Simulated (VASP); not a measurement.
# ScAsSe4 (I422) in VASP: single point with PBE

Aim: the single point of ScAsSe4 with PBE.

All numbers are computed with VASP 6.6.1; they aren't measurements. Logs are shortened: lines on timing, memory, paths and dates and some standing lists are left out, and cuts for length are marked.

## Step 1: The cell of the first run

It takes space group I422 (No. 97, tetragonal). Conventional cell: a = 6.217 Å, b = 6.217 Å, c = 6.579 Å, α = 90.00°, β = 90.00°, γ = 90.00°. Sc (site symmetry 422) has 8 Se at 2.89 Å and 2 As at 3.29 Å within 3.8 Å. As (site symmetry 422) has 8 Se at 2.89 Å and 2 Sc at 3.29 Å within 3.8 Å. Se (site symmetry 2) has 5 Se at 2.61 to 3.35 Å and 2 Sc at 2.89 Å and 2 As at 2.89 Å within 3.4 Å.

The cell was generated, and may not be a known phase.

## Step 2: Single point, PBE

Input file INCAR:

```
PREC     = Accurate       # precision mode
ENCUT    = 500            # plane-wave cutoff, eV
EDIFF    = 1E-6           # SCF threshold, eV
ISMEAR   = 0              # smearing method
SIGMA    = 0.15           # smearing width, eV
LREAL    = False          # projectors in reciprocal space
LASPH    = True           # aspherical terms in the spheres
NELM     = 120            # most SCF steps
ALGO     = Normal         # electronic algorithm
ISIF     = 2              # what is computed and relaxed
LWAVE    = False          # write WAVECAR
LCHARG   = False          # write CHGCAR
GGA      = PE             # functional
NBANDS   = 29             # bands
GGA_COMPAT= False
```

Input file KPOINTS:

```
regular mesh
0
Gamma
  3 3 3
```

Input file POSCAR:

```
ScAsSe4
1.0
   -3.1082832352      3.1082832352      3.2894683593
    3.1082832352     -3.1082832352      3.2894683593
    3.1082832352      3.1082832352     -3.2894683593
Sc As Se
1 1 4
Direct
    0.0000000000      0.0000000000      0.0000000000
    0.5000000000      0.5000000000      0.0000000000
    0.3986100123      0.8986100123      0.7972200247
    0.1013899877      0.6013899877      0.2027799753
    0.6013899877      0.3986100123      0.5000000000
    0.8986100123      0.1013899877      0.5000000000
```

Potentials or basis: VASP PAW PBE potentials, release 64 (Sc_sv, As, Se).

The run is started by

```bash
cat potpaw_PBE.64/Sc_sv/POTCAR potpaw_PBE.64/As/POTCAR potpaw_PBE.64/Se/POTCAR > POTCAR
mpirun -np 1 vasp_std > vasp.out
```

OUTCAR:

```text
PREC = Accurate
   ENCUT = 500
   EDIFF = 1E-6
   ISMEAR = 0
   LREAL = False
   LASPH = True
   NELM = 120
   ISIF = 2
   GGA = PE

 ion  position               nearest neighbor table
   1  0.000  0.000  0.000-   3 2.89   4 2.89   5 2.89   6 2.89   6 2.89   5 2.89   4 2.89   3 2.89

   2  0.500  0.500  0.000-
   3  0.399  0.899  0.797-   4 2.61   1 2.89   1 2.89
   4  0.101  0.601  0.203-   3 2.61   1 2.89   1 2.89
   5  0.601  0.399  0.500-   6 2.61   1 2.89   1 2.89
   6  0.899  0.101  0.500-   5 2.61   1 2.89   1 2.89

  LATTYP: Found a body centered tetragonal cell.
 ALAT       =     6.2165664704
 C/A-ratio  =     1.0582910599

  Lattice vectors:

 A1 = (  -3.1082832352,   3.1082832352,   3.2894683593)
 A2 = (   3.1082832352,  -3.1082832352,   3.2894683593)
 A3 = (   3.1082832352,   3.1082832352,  -3.2894683593)

Analysis of symmetry for initial positions (statically):
=====================================================================
 Subroutine PRICEL returns:
 Original cell was already a primitive cell.

 Routine SETGRP: Setting up the symmetry group for a
 body centered tetragonal supercell.

 Subroutine GETGRP returns: Found  8 space group operations
 (whereof  8 operations were pure point group operations)
 out of a pool of 16 trial point group operations.

The static configuration has the point symmetry D_4 .

Analysis of symmetry for dynamics (positions and initial velocities):
=====================================================================
 Subroutine PRICEL returns:
 Original cell was already a primitive cell.

 Routine SETGRP: Setting up the symmetry group for a
 body centered tetragonal supercell.

 Subroutine GETGRP returns: Found  8 space group operations
 (whereof  8 operations were pure point group operations)
 out of a pool of 16 trial point group operations.

The dynamic configuration has the point symmetry D_4 .

 Subroutine INISYM returns: Found  8 space group operations
 (whereof  8 operations are pure point group operations),
 and found     1 'primitive' translations

----------------------------------------------------------------------------------------

                                     Primitive cell

  volume of cell :     127.1238

  direct lattice vectors                    reciprocal lattice vectors
    -3.108283235  3.108283235  3.289468359     0.000000000  0.160860501  0.152000246
     3.108283235 -3.108283235  3.289468359     0.160860501  0.000000000  0.152000246
     3.108283235  3.108283235 -3.289468359     0.160860501  0.160860501  0.000000000

  length of vectors
     5.490305222  5.490305222  5.490305222     0.221314653  0.221314653  0.227491103

  position of ions in fractional coordinates (direct lattice)
     0.000000000  0.000000000  0.000000000
     0.500000000  0.500000000  0.000000000
     0.398610012  0.898610012  0.797220025
     0.101389988  0.601389988  0.202779975
     0.601389988  0.398610012  0.500000000
     0.898610012  0.101389988  0.500000000

  ion indices of the primitive-cell ions
   primitive index   ion index
                 1           1
                 2           2
                 3           3
                 4           4
                 5           5
                 6           6

----------------------------------------------------------------------------------------

 KPOINTS: regular mesh

Automatic generation of k-mesh.
 Grid dimensions read from file:
 generate k-points for:    3    3    3

 Generating k-lattice:

  Cartesian coordinates                     Fractional coordinates (reciprocal lattice)
     0.000000000  0.053620167  0.050666749     0.333333333  0.000000000 -0.000000000
     0.053620167  0.000000000  0.050666749     0.000000000  0.333333333 -0.000000000
     0.053620167  0.053620167  0.000000000     0.000000000  0.000000000  0.333333333

  Length of vectors
     0.073771551  0.073771551  0.075830368

  Shift w.r.t. Gamma in fractional coordinates (k-lattice)
     0.000000000  0.000000000  0.000000000

 Subroutine IBZKPT returns following result:
 ===========================================

 Found      6 irreducible k-points:

 Following reciprocal coordinates:
            Coordinates               Weight
  0.000000  0.000000  0.000000      1.000000
  0.333333  0.000000  0.000000      8.000000
  0.333333  0.333333  0.000000      8.000000
 -0.333333  0.333333  0.000000      4.000000
 -0.333333  0.333333  0.333333      4.000000
 -0.333333 -0.333333  0.333333      2.000000
   k-points           NKPTS =      6   k-points in BZ     NKDIM =      6   number of bands    NBANDS=     29
   number of dos      NEDOS =    301   number of ions     NIONS =      6
   total plane-waves  NPLWV =  64000
   dimension x,y,z NGX =    40 NGY =   40 NGZ =   40
   dimension x,y,z NGXF=    80 NGYF=   80 NGZF=   80
   ions per type =               1   1   4
   NGX,Y,Z   is equivalent  to a cutoff of  12.11, 12.11, 12.11 a.u.
   NGXF,Y,Z  is equivalent  to a cutoff of  24.22, 24.22, 24.22 a.u.
 SYSTEM =  unknown system
   PREC   = accura    normal or accurate (medium, high low for compatibility)
   ISTART =      0    job   : 0-new  1-cont  2-samecut
   ICHARG =      2    charge: 1-file 2-atom 10-const
   ISPIN  =      1    spin polarized calculation?
   LNONCOLLINEAR =      F non collinear calculations
   LSORBIT =      F    spin-orbit coupling
   LASPH  =      T    aspherical Exc in radial PAW
   ENCUT  =  500.0 eV  36.75 Ry    6.06 a.u.  10.01 10.01 10.01*2*pi/ulx,y,z
   NELM   =    120;   NELMIN=  2; NELMDL= -5     # of ELM steps
   EDIFF  = 0.1E-05   stopping-criterion for ELM
   LREAL  =      F    real-space projection
   EDIFFG = 0.1E-04   stopping-criterion for IOM
   NSW    =      0    number of steps for IOM
   IBRION =     -1    ionic relax: 0-MD 1-quasi-New 2-CG
   NFREE  =      0    steps in history (QN), initial steepest desc. (CG)
   ISIF   =      2    stress and relaxation
   ISYM   =      2    0-nonsym 1-usesym 2-fastsym
   POTIM  = 0.5000    time-step for ionic-motion
   TEBEG  =    0.0;   TEEND  =   0.0 temperature during run
   PSTRESS=    0.0 pullay stress
   NELECT =      40.0000    total number of electrons
   NUPDOWN=      -1.0000    fix difference up-down
   EMIN   =  10.00;   EMAX   =-10.00  energy-range for DOS
   EFERMI =   0.00;   METHOD = LEGACY
   ISMEAR =     0;   SIGMA  =   0.15  broadening in eV -4-tet -1-fermi 0-gaus
   EFERMI_NEDOS =   21; number of points for ismear=-14 and -15
   IALGO  =     38    algorithm
   IMIX   =      4    mixing-type and parameters
     AMIX     =   0.40;   BMIX     =  1.00
     AMIX_MAG =   1.60;   BMIX_MAG =  1.00
  volume/ion in A,a.u.               =      21.19       142.98
  Fermi-wavevector in a.u.,A,eV,Ry     =   1.113489  2.104189 16.869284  1.239857
  Thomas-Fermi vector in A             =   2.250074
   LORBIT       =      0    0 simple, 1 ext, 2 COOP (PROOUT), +10 PAW based schemes
   GGA     = PE    functional components
   LHFCALC =     F    Hartree Fock is set to
   AEXX    =    0.0000 exact exchange contribution
   IVDW    =     0    specifies the selected vdW correction
   LEPSILON=     F    determine dielectric tensor
   LRPA    =     F    only Hartree local field effects (RPA)
 non-spin polarized calculation
 Gauss-broadening in eV      SIGMA  =   0.15
  energy-cutoff  :      500.00
  volume of cell :      127.12
 maximum number of plane-waves:      3254
   NGX = 19   NGY = 19   NGZ = 19

 number of electron      40.0000000 magnetization

 Free energy of the ion-electron system (eV)
  ---------------------------------------------------
  ext. energy  EPLUGINS =         0.00000000
  ---------------------------------------------------
  free energy    TOTEN  =       -27.72065743 eV

  energy without entropy =      -27.69296218  energy(sigma->0) =      -27.70680981

 E-fermi :   5.3722     XC(G=0): -10.2629

 val. band max:        5.3571840449   @ k =  -0.3333   0.3333   0.3333
 cond. band min:       5.8846687242   @ k =   0.3333   0.0000   0.0000
 fundamental gap:      0.5274846793
 Fermi energy:         5.3722277499

 k-point     1 :       0.0000    0.0000    0.0000
  band No.  band energies     occupation
      1     -45.1153      2.00000
      2     -23.7854      2.00000
      3     -23.6955      2.00000
      4     -23.6955      2.00000
      5     -10.1513      2.00000
      6      -7.8015      2.00000
[... 21 lines left out ...]
     28       8.5150      0.00000
     29       8.7634      0.00000

 k-point     2 :       0.3333    0.0000    0.0000
  band No.  band energies     occupation
      1     -45.1153      2.00000
      2     -23.7865      2.00000
      3     -23.6966      2.00000
      4     -23.6962      2.00000
      5      -9.5969      2.00000
      6      -8.3643      2.00000
[... 21 lines left out ...]
     28       8.1566      0.00000
     29       8.9174      0.00000

 k-point     3 :       0.3333    0.3333    0.0000
  band No.  band energies     occupation
      1     -45.1152      2.00000
      2     -23.7870      2.00000
      3     -23.6974      2.00000
      4     -23.6964      2.00000
      5      -8.8437      2.00000
      6      -8.7323      2.00000
[... 21 lines left out ...]
     28       8.1023      0.00000
     29       8.5516      0.00000

 k-point     4 :      -0.3333    0.3333    0.0000
  band No.  band energies     occupation
      1     -45.1152      2.00000
      2     -23.7864      2.00000
      3     -23.6975      2.00000
      4     -23.6955      2.00000
      5      -9.5064      2.00000
      6      -8.2507      2.00000
[... 21 lines left out ...]
     28       8.2069      0.00000
     29       9.0257      0.00000

 k-point     5 :      -0.3333    0.3333    0.3333
  band No.  band energies     occupation
      1     -45.1152      2.00000
      2     -23.7874      2.00000
      3     -23.6973      2.00000
      4     -23.6972      2.00000
      5      -8.9168      2.00000
      6      -8.7046      2.00000
[... 21 lines left out ...]
     28       8.1756      0.00000
     29       8.2988      0.00000

 k-point     6 :      -0.3333   -0.3333    0.3333
  band No.  band energies     occupation
      1     -45.1152      2.00000
      2     -23.7876      2.00000
      3     -23.6975      2.00000
      4     -23.6968      2.00000
      5      -9.3279      2.00000
      6      -8.0885      2.00000
[... 21 lines left out ...]
     28       7.8847      0.00000
     29       8.4249      0.00000

------------------------ aborting loop because EDIFF is reached ----------------------------------------

  FORCE on cell =-STRESS in cart. coord.  units (eV):
  Direction    XX          YY          ZZ          XY          YZ          ZX
  --------------------------------------------------------------------------------------
  -------------------------------------------------------------------------------------
  Total        0.4291446      0.4291446     -0.1777453      0.0000000      0.0000000      0.0000000
  in kB        5.4086313      5.4086313     -2.2401743      0.0000000      0.0000000      0.0000000
  external PRESSURE =       2.8590294 kB  Pullay stress =       0.0000000 kB

 VOLUME and BASIS-vectors are now :
 -----------------------------------------------------------------------------
  energy-cutoff  :      500.00
  volume of cell :      127.12
      direct lattice vectors                 reciprocal lattice vectors
    -3.108283235  3.108283235  3.289468359     0.000000000  0.160860501  0.152000246
     3.108283235 -3.108283235  3.289468359     0.160860501  0.000000000  0.152000246
     3.108283235  3.108283235 -3.289468359     0.160860501  0.160860501  0.000000000

 POSITION                                       TOTAL-FORCE (eV/Angst)
 -----------------------------------------------------------------------------------
      0.00000      0.00000      0.00000         0.000000     -0.000000     -0.000000
      0.00000      0.00000      3.28947         0.000000     -0.000000     -0.000000
      4.03213      0.92384      1.64473         0.027327      0.027327     -0.000000
      2.18444     -0.92384      1.64473        -0.027327     -0.027327      0.000000
      0.92384      2.18444      1.64473         0.027327     -0.027327     -0.000000
     -0.92384      4.03213      1.64473        -0.027327      0.027327      0.000000
 -----------------------------------------------------------------------------------
    total drift:                               -0.000000      0.000000     -0.000000

  FREE ENERGIE OF THE ION-ELECTRON SYSTEM (eV)
  ---------------------------------------------------
  free  energy   TOTEN  =       -27.7206574280 eV

  energy  without entropy=      -27.6929621841  energy(sigma->0) =      -27.70680981
```

It took 28 s on 1 thread of Intel Xeon 8259CL, shared host; peak memory 0.24 GiB.

Results:

- Free energy: -27.7207 eV
- Pressure: 0.3 GPa
- Largest force: 0.039 eV/Å
- Band gap on the k mesh: zero (bands 20 and 21 overlap by 0.66 eV)

Forces on the atoms (eV/Å):
```
Sc   0.000  0.000  0.000
As   0.000  0.000  0.000
Se   0.027  0.027  0.000
Se  -0.027 -0.027  0.000
Se   0.027 -0.027  0.000
Se  -0.027  0.027  0.000
```

Caveat: the k points lie up to 0.46 Å⁻¹ apart, too coarse for converged energies and pressures of a metal.

The gap in the log of VASP goes by the Fermi energy; the results here count the filled bands.